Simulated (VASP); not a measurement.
# HC18N in VASP: further runs

The runs below take HC18N through single point, with PBE.

Everything below comes from runs of VASP 6.6.1. Logs are shortened: lines on timing, memory, paths and dates and some standing lists are left out, and cuts for length are marked.

## 1. The cell of the first run

The cell holds a slab with vacuum, 20 atoms: a = 7.398 Å, b = 7.398 Å, c = 13.000 Å, α = 90.00°, β = 90.00°, γ = 120.00°.

## 2. Single point, PBE

INCAR reads:

```
SYSTEM = HC18N
  PREC = Accurate
  ENCUT = 520
  EDIFF = 1E-7
  ISMEAR = -1
  SIGMA = 0.02
  LREAL = Auto
  LASPH = .True.
  NELM = 60
  ALGO = Normal
  ISIF = 2
  LWAVE = .False.
  LCHARG = .False.
  GGA = PE
  NBANDS = 55
```

KPOINTS reads:

```
Automatic mesh
0
Gamma
  2 2 1
  0 0 0
```

POSCAR reads:

```
HC18N
1.0
    7.3980000000      0.0000000000      0.0000000000
   -3.6990000000      6.4068560000      0.0000000000
    0.0000000000      0.0000000000     13.0000000000
C N H
18 1 1
Direct
    0.0037972450     -0.0005916100      0.0763633227
    0.2267748003      0.1099906121      0.0720493848
    0.0052368706      0.3310028808      0.0714071964
    0.2249641826      0.4410064390      0.0714366455
    0.0027417975      0.6619241586      0.0720504822
    0.2258571191      0.7726807928      0.0760191199
    0.3391341276     -0.0007672710      0.0760149475
    0.5564855457      0.1101346358      0.0790677812
    0.3367919961      0.3297926403      0.0717699873
    0.5601891986      0.4409099363      0.0714100972
    0.3323061070      0.6617779040      0.0790770350
    0.5558728595      0.7675518465      0.1025784171
    0.6742781847      0.0043631671      0.1025708017
    0.8983350370      0.1108227031      0.0791188386
    0.6699136028      0.3309069185      0.0714333753
    0.8929565158      0.4421215512      0.0717692457
    0.6734697326      0.6610897105      0.0791294038
    0.8903473363      0.7725051481      0.0763685474
    0.6220037769      0.8859582930      0.2013734051
    0.4938789641      0.8859564433      0.2320693657
```

Potentials or basis: VASP PAW PBE potentials, release 64 (C, N, H).

Command:

```
$ cat potpaw_PBE.64/C/POTCAR potpaw_PBE.64/N/POTCAR potpaw_PBE.64/H/POTCAR > POTCAR
$ mpirun -np 1 vasp_std > vasp.out
```

OUTCAR:

```text
SYSTEM = HC18N
   PREC = Accurate
   ENCUT = 520
   EDIFF = 1E-7
   ISMEAR = -1
   LREAL = Auto
   LASPH = .True.
   NELM = 60
   ISIF = 2
   GGA = PE

 ion  position               nearest neighbor table
   1  0.004  0.999  0.076-  14 1.39   2 1.43  18 1.45
   2  0.227  0.110  0.072-   9 1.41   1 1.43   7 1.43
   3  0.005  0.331  0.071-   4 1.41  14 1.41  16 1.43
   4  0.225  0.441  0.071-   3 1.41  11 1.42   9 1.43
   5  0.003  0.662  0.072-  16 1.41  18 1.43   6 1.43
   6  0.226  0.773  0.076-  11 1.39   5 1.43   7 1.45
   7  0.339  0.999  0.076-   8 1.39   2 1.43   6 1.45
   8  0.556  0.110  0.079-   7 1.39  15 1.42  13 1.47
   9  0.337  0.330  0.072-   2 1.41   4 1.43  10 1.43
  10  0.560  0.441  0.071-  15 1.41  17 1.41   9 1.43
  11  0.332  0.662  0.079-   6 1.39   4 1.42  12 1.47
  12  0.556  0.768  0.103-  11 1.47  17 1.47  19 1.49  13 1.52
  13  0.674  0.004  0.103-   8 1.47  14 1.47  19 1.49  12 1.52
  14  0.898  0.111  0.079-   1 1.39   3 1.41  13 1.47
  15  0.670  0.331  0.071-  10 1.41   8 1.42  16 1.43
  16  0.893  0.442  0.072-   5 1.41  15 1.43   3 1.43
  17  0.673  0.661  0.079-  18 1.39  10 1.41  12 1.47
  18  0.890  0.773  0.076-  17 1.39   5 1.43   1 1.45
  19  0.622  0.886  0.201-  20 1.03  12 1.49  13 1.49
  20  0.494  0.886  0.232-  19 1.03

  LATTYP: Found a hexagonal cell.
 ALAT       =     7.3980000000
 C/A-ratio  =     1.7572316842

  Lattice vectors:

 A1 = (   7.3980000000,   0.0000000000,   0.0000000000)
 A2 = (  -3.6990000000,   6.4068560000,   0.0000000000)
 A3 = (   0.0000000000,   0.0000000000,  13.0000000000)

Analysis of symmetry for initial positions (statically):
=====================================================================
 Subroutine PRICEL returns:
 Original cell was already a primitive cell.

 Routine SETGRP: Setting up the symmetry group for a
 hexagonal supercell.

 Subroutine GETGRP returns: Found  1 space group operations
 (whereof  1 operations were pure point group operations)
 out of a pool of 24 trial point group operations.

The static configuration has the point symmetry C_1 .

Analysis of symmetry for dynamics (positions and initial velocities):
=====================================================================
 Subroutine PRICEL returns:
 Original cell was already a primitive cell.

 Routine SETGRP: Setting up the symmetry group for a
 hexagonal supercell.

 Subroutine GETGRP returns: Found  1 space group operations
 (whereof  1 operations were pure point group operations)
 out of a pool of 24 trial point group operations.

The dynamic configuration has the point symmetry C_1 .

 Subroutine INISYM returns: Found  1 space group operations
 (whereof  1 operations are pure point group operations),
 and found     1 'primitive' translations

----------------------------------------------------------------------------------------

                                     Primitive cell

  volume of cell :     616.1730

  direct lattice vectors                    reciprocal lattice vectors
     7.398000000  0.000000000  0.000000000     0.135171668  0.078041398  0.000000000
    -3.699000000  6.406856000  0.000000000     0.000000000  0.156082796  0.000000000
     0.000000000  0.000000000 13.000000000     0.000000000  0.000000000  0.076923077

  length of vectors
     7.398000000  7.398000054 13.000000000     0.156082797  0.156082796  0.076923077

  position of ions in fractional coordinates (direct lattice)
     0.003797245  0.999408390  0.076363323
     0.226774800  0.109990612  0.072049385
     0.005236871  0.331002881  0.071407196
     0.224964183  0.441006439  0.071436646
     0.002741798  0.661924159  0.072050482
     0.225857119  0.772680793  0.076019120
[... 12 lines left out ...]
     0.622003777  0.885958293  0.201373405
     0.493878964  0.885956443  0.232069366

  ion indices of the primitive-cell ions
   primitive index   ion index
                 1           1
                 2           2
                 3           3
                 4           4
                 5           5
                 6           6
[... 12 lines left out ...]
                19          19
                20          20

----------------------------------------------------------------------------------------

 KPOINTS: Automatic mesh

Automatic generation of k-mesh.
 Grid dimensions read from file:
 generate k-points for:    2    2    1

 Generating k-lattice:

  Cartesian coordinates                     Fractional coordinates (reciprocal lattice)
     0.067585834  0.039020699  0.000000000     0.500000000 -0.000000000  0.000000000
     0.000000000  0.078041398  0.000000000     0.000000000  0.500000000  0.000000000
     0.000000000  0.000000000  0.076923077     0.000000000  0.000000000  1.000000000

  Length of vectors
     0.078041399  0.078041398  0.076923077

  Shift w.r.t. Gamma in fractional coordinates (k-lattice)
     0.000000000  0.000000000  0.000000000

 Subroutine IBZKPT returns following result:
 ===========================================

 Found      4 irreducible k-points:

 Following reciprocal coordinates:
            Coordinates               Weight
  0.000000  0.000000  0.000000      1.000000
  0.500000  0.000000  0.000000      1.000000
  0.000000  0.500000  0.000000      1.000000
  0.500000  0.500000  0.000000      1.000000
   k-points           NKPTS =      4   k-points in BZ     NKDIM =      4   number of bands    NBANDS=     55
   number of dos      NEDOS =    301   number of ions     NIONS =     20
   total plane-waves  NPLWV = 307328
   dimension x,y,z NGX =    56 NGY =   56 NGZ =   98
   dimension x,y,z NGXF=   112 NGYF=  112 NGZF=  196
   ions per type =              18   1   1
   NGX,Y,Z   is equivalent  to a cutoff of  12.58, 12.58, 12.53 a.u.
   NGXF,Y,Z  is equivalent  to a cutoff of  25.17, 25.17, 25.06 a.u.
 SYSTEM =  HC18N
   PREC   = accura    normal or accurate (medium, high low for compatibility)
   ISTART =      0    job   : 0-new  1-cont  2-samecut
   ICHARG =      2    charge: 1-file 2-atom 10-const
   ISPIN  =      1    spin polarized calculation?
   LNONCOLLINEAR =      F non collinear calculations
   LSORBIT =      F    spin-orbit coupling
   LASPH  =      T    aspherical Exc in radial PAW
   ENCUT  =  520.0 eV  38.22 Ry    6.18 a.u.  13.76 13.76 24.17*2*pi/ulx,y,z
   NELM   =     60;   NELMIN=  2; NELMDL= -5     # of ELM steps
   EDIFF  = 0.1E-06   stopping-criterion for ELM
   LREAL  =      T    real-space projection
   EDIFFG = 0.1E-05   stopping-criterion for IOM
   NSW    =      0    number of steps for IOM
   IBRION =     -1    ionic relax: 0-MD 1-quasi-New 2-CG
   NFREE  =      0    steps in history (QN), initial steepest desc. (CG)
   ISIF   =      2    stress and relaxation
   ISYM   =      2    0-nonsym 1-usesym 2-fastsym
   POTIM  = 0.5000    time-step for ionic-motion
   TEBEG  =    0.0;   TEEND  =   0.0 temperature during run
   PSTRESS=    0.0 pullay stress
   NELECT =      78.0000    total number of electrons
   NUPDOWN=      -1.0000    fix difference up-down
   EMIN   =  10.00;   EMAX   =-10.00  energy-range for DOS
   EFERMI =   0.00;   METHOD = LEGACY
   ISMEAR =    -1;   SIGMA  =   0.02  broadening in eV -4-tet -1-fermi 0-gaus
   EFERMI_NEDOS =   21; number of points for ismear=-14 and -15
   IALGO  =     38    algorithm
   IMIX   =      4    mixing-type and parameters
     AMIX     =   0.40;   BMIX     =  1.00
     AMIX_MAG =   1.60;   BMIX_MAG =  1.00
  volume/ion in A,a.u.               =      30.81       207.91
  Fermi-wavevector in a.u.,A,eV,Ry     =   0.822001  1.553356  9.193253  0.675685
  Thomas-Fermi vector in A             =   1.933259
   LORBIT       =      0    0 simple, 1 ext, 2 COOP (PROOUT), +10 PAW based schemes
   GGA     = PE    functional components
   LHFCALC =     F    Hartree Fock is set to
   AEXX    =    0.0000 exact exchange contribution
   IVDW    =     0    specifies the selected vdW correction
   LEPSILON=     F    determine dielectric tensor
   LRPA    =     F    only Hartree local field effects (RPA)
 non-spin polarized calculation
  energy-cutoff  :      520.00
  volume of cell :      616.17
 maximum number of plane-waves:     16651
 NGX is ok and might be reduce to    56
   NGX = 27   NGY = 27   NGZ = 49

 number of electron      78.0000000 magnetization

 Free energy of the ion-electron system (eV)
  ---------------------------------------------------
  ext. energy  EPLUGINS =         0.00000000
  ---------------------------------------------------
  free energy    TOTEN  =      -175.14831166 eV

  energy without entropy =     -175.14797929  energy(sigma->0) =     -175.14814547

 E-fermi :  -1.8084     XC(G=0):  -3.5421

 val. band max:       -1.9293606622   @ k =   0.0000   0.0000   0.0000
 cond. band min:      -1.6874513438   @ k =   0.0000   0.0000   0.0000
 fundamental gap:      0.2419093184
 Fermi energy:        -1.8084060036

 k-point     1 :       0.0000    0.0000    0.0000
  band No.  band energies     occupation
      1     -22.8705      2.00000
      2     -20.8416      2.00000
      3     -18.9213      2.00000
      4     -18.8899      2.00000
      5     -18.8448      2.00000
      6     -18.7678      2.00000
[... 43 lines left out ...]
     50       4.1111      0.00000
     51       4.1496      0.00000

 k-point     2 :       0.5000    0.0000    0.0000
  band No.  band energies     occupation
      1     -22.8257      2.00000
      2     -20.7299      2.00000
      3     -20.1718      2.00000
      4     -19.4273      2.00000
      5     -18.6073      2.00000
      6     -17.0122      2.00000
[... 43 lines left out ...]
     50       3.8497      0.00000
     51       3.9674      0.00000

 k-point     3 :       0.0000    0.5000    0.0000
  band No.  band energies     occupation
      1     -22.8236      2.00000
      2     -20.7737      2.00000
      3     -20.0878      2.00000
      4     -19.5181      2.00000
      5     -18.4877      2.00000
      6     -17.1053      2.00000
[... 43 lines left out ...]
     50       4.0245      0.00000
     51       4.0747      0.00000

 k-point     4 :       0.5000    0.5000    0.0000
  band No.  band energies     occupation
      1     -22.8257      2.00000
      2     -20.7299      2.00000
      3     -20.1718      2.00000
      4     -19.4273      2.00000
      5     -18.6073      2.00000
      6     -17.0122      2.00000
[... 43 lines left out ...]
     50       3.8497      0.00000
     51       3.9674      0.00000
 [bands above 51 left out]

------------------------ aborting loop because EDIFF is reached ----------------------------------------

  FORCE on cell =-STRESS in cart. coord.  units (eV):
  Direction    XX          YY          ZZ          XY          YZ          ZX
  --------------------------------------------------------------------------------------
  -------------------------------------------------------------------------------------
  Total        3.5169648      6.5708281      0.0381538      0.0153679     -0.0006644     -0.0050825
  in kB        9.1448367     17.0855139      0.0992079      0.0399597     -0.0017275     -0.0132156
  external PRESSURE =       8.7765195 kB  Pullay stress =       0.0000000 kB

 VOLUME and BASIS-vectors are now :
 -----------------------------------------------------------------------------
  energy-cutoff  :      520.00
  volume of cell :      616.17
      direct lattice vectors                 reciprocal lattice vectors
     7.398000000  0.000000000  0.000000000     0.135171668  0.078041398  0.000000000
    -3.699000000  6.406856000  0.000000000     0.000000000  0.156082796  0.000000000
     0.000000000  0.000000000 13.000000000     0.000000000  0.000000000  0.076923077

 POSITION                                       TOTAL-FORCE (eV/Angst)
 -----------------------------------------------------------------------------------
     -3.66872      6.40307      0.99272        -0.000972     -0.009439     -0.001094
      1.27082      0.70469      0.93664         0.003292     -0.002338     -0.000989
     -1.18564      2.12069      0.92829        -0.008591      0.004609     -0.003148
      0.03300      2.82546      0.92868         0.012733      0.001774     -0.002330
     -2.42817      4.24085      0.93666        -0.002273      0.002691      0.000158
     -1.18726      4.95045      0.98825        -0.003076      0.005254     -0.000570
[... 12 lines left out ...]
      1.32442      5.67621      2.61785        -0.027843      0.001413      0.101369
      0.37656      5.67620      3.01690         0.015296      0.000497      0.016867
 -----------------------------------------------------------------------------------
    total drift:                                0.002679     -0.006961      0.002442

  FREE ENERGIE OF THE ION-ELECTRON SYSTEM (eV)
  ---------------------------------------------------
  free  energy   TOTEN  =      -175.1483116619 eV

  energy  without entropy=     -175.1479792856  energy(sigma->0) =     -175.14814547
```

Run time: 8.1 min. Hardware: 1 thread of Oxide Virtual Turin-like, shared host; peak memory 0.61 GiB.

Results:

| Item | Value |
| --- | --- |
| Free energy | -175.1483 eV |
| Largest force | 0.105 eV/Å |
| Band gap on the k mesh | 0.24 eV |

Forces in eV/Å, atoms in the order of the input:
```
C   -0.001 -0.009 -0.001
C    0.003 -0.002 -0.001
C   -0.009  0.005 -0.003
C    0.013  0.002 -0.002
C   -0.002  0.003  0.000
C   -0.003  0.005 -0.001
C   -0.004  0.000  0.006
C    0.011 -0.008 -0.010
C   -0.001  0.011 -0.002
C   -0.007  0.000 -0.003
C    0.009 -0.003 -0.002
C    0.009 -0.048 -0.043
C    0.012  0.047 -0.044
C   -0.009 -0.007 -0.004
C    0.002  0.004 -0.003
C   -0.002 -0.010 -0.002
C   -0.015  0.001 -0.002
C    0.007  0.008 -0.003
N   -0.028  0.001  0.101
H    0.015  0.000  0.017
```

Caveat: the k points lie up to 0.49 Å⁻¹ apart; there is no dipole correction, which matters where the two faces differ.

## 3. Single point, PBE

INCAR reads:

```
SYSTEM = HC18N
PREC = Accurate ; ENCUT = 520
EDIFF = 1E-6 ; ISMEAR = -1
SIGMA = 0.02 ; LREAL = Auto
LASPH = .True. ; NELM = 60
ALGO = Normal ; ISIF = 2
LWAVE = .False. ; LCHARG = .False.
GGA = PE ; NBANDS = 55
```

KPOINTS reads:

```
regular mesh
0
Gamma
  2 2 1
  0 0 0
```

POSCAR reads:

```
HC18N
1.0
    7.3980000000      0.0000000000      0.0000000000
   -3.6990000000      6.4068560000      0.0000000000
    0.0000000000      0.0000000000     13.0000000000
C N H
18 1 1
Direct
    0.0037972212     -0.0005915538      0.0763633077
    0.2267748400      0.1099906101      0.0720493846
    0.0052369256      0.3310029131      0.0714072308
    0.2249641744      0.4410064781      0.0714366154
    0.0027417677      0.6619241950      0.0720504615
    0.2258571910      0.7726808594      0.0760191538
    0.3391340560     -0.0007673030      0.0760149231
    0.5564855584      0.1101346745      0.0790677692
    0.3367919710      0.3297926471      0.0717700000
    0.5601891839      0.4409098628      0.0714100769
    0.3323061125      0.6617779454      0.0790770769
    0.5558728294      0.7675518226      0.1025783846
    0.6742782170      0.0043631385      0.1025707692
    0.8983349717      0.1108226874      0.0791188462
    0.6699135855      0.3309069222      0.0714333846
    0.8929565494      0.4421215336      0.0717692308
    0.6734697327      0.6610897763      0.0791293846
    0.8903473104      0.7725051102      0.0763685385
    0.6220037317      0.8859582610      0.2013733846
    0.4938789780      0.8859563880      0.2320693846
```

Potentials or basis: VASP PAW PBE potentials, release 64 (C, N, H).

Command:

```
$ cat potpaw_PBE.64/C/POTCAR potpaw_PBE.64/N/POTCAR potpaw_PBE.64/H/POTCAR > POTCAR
$ mpirun -np 1 vasp_std > vasp.out
```

Wall time 7.9 min (1 thread of Oxide Virtual Turin-like, shared host); peak memory 0.61 GiB.

The run converged. Its results:

* Free energy: -175.1483 eV
* Largest force: 0.105 eV/Å
* Band gap on the k mesh: 0.24 eV

Forces in eV/Å, atoms in the order of the input:
```
C   -0.001 -0.009 -0.001
C    0.003 -0.002 -0.001
C   -0.009  0.005 -0.003
C    0.013  0.002 -0.002
C   -0.002  0.003  0.000
C   -0.003  0.005 -0.001
C   -0.004  0.000  0.006
C    0.011 -0.008 -0.010
C   -0.001  0.011 -0.002
C   -0.007  0.000 -0.003
C    0.009 -0.003 -0.002
C    0.009 -0.048 -0.043
C    0.012  0.047 -0.044
C   -0.009 -0.007 -0.004
C    0.002  0.004 -0.003
C   -0.002 -0.010 -0.002
C   -0.015  0.001 -0.002
C    0.007  0.008 -0.003
N   -0.028  0.001  0.101
H    0.015  0.000  0.017
```

Levels at points of the mesh, in eV from the valence-band top:
```tsv
k point	band 35	band 36	band 37	band 38	band 39	band 40	band 41	band 42	band 43	band 44
(0.00, 0.00, 0.00)	-3.08	-3.01	-2.68	-0.84	0.00	0.24	1.32	3.28	3.45	4.35
(0.50, 0.00, 0.00)	-2.69	-2.51	-2.32	-2.12	-1.41	1.51	2.11	2.59	2.62	3.88
(0.00, 0.50, 0.00)	-2.63	-2.55	-2.40	-2.12	-0.86	0.74	2.14	2.60	2.91	3.71
(0.50, 0.50, 0.00)	-2.69	-2.51	-2.32	-2.12	-1.41	1.51	2.11	2.59	2.62	3.88
```

Caveat: the k points lie up to 0.49 Å⁻¹ apart; there is no dipole correction, which matters where the two faces differ.
